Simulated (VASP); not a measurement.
The system is Bi.

```xyz
1
Lattice="-1.9568 1.9568 1.9568 1.9568 -1.9568 1.9568 1.9568 1.9568 -1.9568" Properties=species:S:1:pos:R:3 pbc="T T T"
Bi    0.0000    0.0000    0.0000
```

This isn't the form of Bi at room conditions, which is rhombohedral.

Base run:

```yaml
Program: VASP 6.6.1
Functional: PBEsol
Potentials_or_basis: VASP PAW PBE potentials, release 64 (Bi_d)
Cutoff: 520 eV
k_mesh: 16 × 16 × 16
Occupations: gaussian, width 0.1 eV
Spin: no spin polarisation
```

Its results: band gap on the k mesh zero (an odd number of electrons rules out a gap without spin polarisation); pressure -0.1 GPa.

The run is repeated on the same cell with these changes: functional from PBEsol to r2SCAN. What comes out?

Band gap on the k mesh zero (an odd number of electrons rules out a gap without spin polarisation); pressure 2.1 GPa.

Caveats: the PAW data sets were made with another functional, which shifts forces and pressure a little; spin-orbit coupling is left out, which moves the levels of the heavy elements.
